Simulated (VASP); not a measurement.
Here is a VASP 6.6.1 calculation.

POSCAR

```
Pt
1.0
   -1.5821724000      1.5849819900      1.5846552900
    1.6029151900     -1.5797795700      1.6001956600
    1.5674823500      1.5650895200     -1.5794528700
Pt
1
Direct
    0.0000000000      0.0000000000      0.0000000000
```

INCAR.step1

```
PREC = Accurate ; ENCUT = 520
EDIFF = 1E-5 ; ISMEAR = -1
SIGMA = 0.05 ; LREAL = F
LASPH = T ; NELM = 80
ALGO = Normal ; ISIF = 2
LWAVE = T ; LCHARG = F
NBANDS = 11 ; GGA = PE
```

File INCAR.step2:

```
PREC = Accurate ; ENCUT = 520
EDIFF = 1E-7 ; ISMEAR = -1
SIGMA = 0.05 ; LREAL = F
LASPH = T ; NELM = 80
ALGO = Normal ; ISIF = 2
LWAVE = F ; LCHARG = F
METAGGA = R2SCAN ; LHFCALC = T
AEXX = 0.1 ; LMIXTAU = T
PRECFOCK = Normal ; NBANDS = 11
ISTART = 1
```

The input KPOINTS:

```
Automatic mesh
0
Gamma
  6 6 6
```

Potentials or basis: VASP PAW PBE potentials, release 64 (Pt).

Command:

```bash
$ cat potpaw_PBE.64/Pt/POTCAR > POTCAR
$ cp INCAR.step1 INCAR
$ mpirun -np 1 vasp_std > vasp.out
$ cp INCAR.step2 INCAR
$ mpirun -np 1 vasp_std > vasp.out
```

Estimate the pressure.

-7.9 GPa.

What does it give for the band gap on the k mesh?

Zero (bands 5 and 6 overlap by 2.69 eV).

Stress tensor (GPa, compression positive):
```
-8.21  1.71 -2.33
 1.71 -7.99 -0.59
-2.33 -0.59 -7.46
```

Caveat: the k points lie up to 0.47 Å⁻¹ apart, too coarse for converged energies and pressures of a metal; the PAW data sets were made with another functional, which shifts forces and pressure a little; spin-orbit coupling is left out, which moves the levels of the heavy elements.
